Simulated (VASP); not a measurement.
Set up this calculation in VASP 6.6.1, as the native input.

```
Task                   : electric field gradients
Functional             : PBE
Potentials or basis    : VASP PAW PBE potentials, release 64 (V_sv)
Cutoff                 : 520 eV
k mesh                 : 19 × 19 × 19
Occupations            : fermi-dirac, width 0.03 eV
Spin                   : collinear spin, ferromagnetic start
Starting moments       : [1.5] μB
Dipole correction      : no
Further INCAR settings : ALGO = Normal; EDIFF = 1e-08; NBANDS = 16
```

The structure of V lies in POSCAR:

```
V
1.0
   -1.5583900000      1.5583900000      1.5130000000
    1.5583900000     -1.5583900000      1.5130000000
    1.5583900000      1.5583900000     -1.5130000000
V
1
Direct
    0.0000000000      0.0000000000      0.0000000000
```

This cell differs from its parent crystal: equal xx and yy strain of +3 %.

One way to write it, as run:

INCAR

```
SYSTEM = V
PREC = Accurate ; ENCUT = 520
EDIFF = 1E-8 ; ISMEAR = -1
SIGMA = 0.03 ; LREAL = .FALSE.
LASPH = .TRUE. ; NELM = 150
ALGO = Normal ; ISIF = 2
LWAVE = .FALSE. ; LCHARG = .FALSE.
ISPIN = 2 ; MAGMOM = 1.5
LORBIT = 11 ; LMAXMIX = 4
GGA = PE ; LEFG = .TRUE.
NBANDS = 16
```

KPOINTS

```
regular mesh
0
G
  19 19 19
  0 0 0
```

Potentials or basis: VASP PAW PBE potentials, release 64 (V_sv).

The run is started by

```bash
$ cat potpaw_PBE.64/V_sv/POTCAR > POTCAR
$ mpirun -np 1 vasp_std > vasp.out
```

Results of the run:

```
Pressure                                              : -13.4 GPa
Net moment                                            : 0.00 μB per cell
Largest electric field gradient by atom               : V -1.6 V/Å²
Valence electrons inside the program's atomic spheres : V 11.51
```

Caveat: the cell differs from its parent crystal (equal xx and yy strain of +3 %); the cell stands under tension; the moments typed at the start vanished in this run; without QUAD_EFG the Cq values of the log hold for a quadrupole moment of 1 mb, not for the nuclei.

It took 6.6 min on 1 thread of Oxide Virtual Turin-like Processor, on a shared host, peak memory 0.25 GiB.
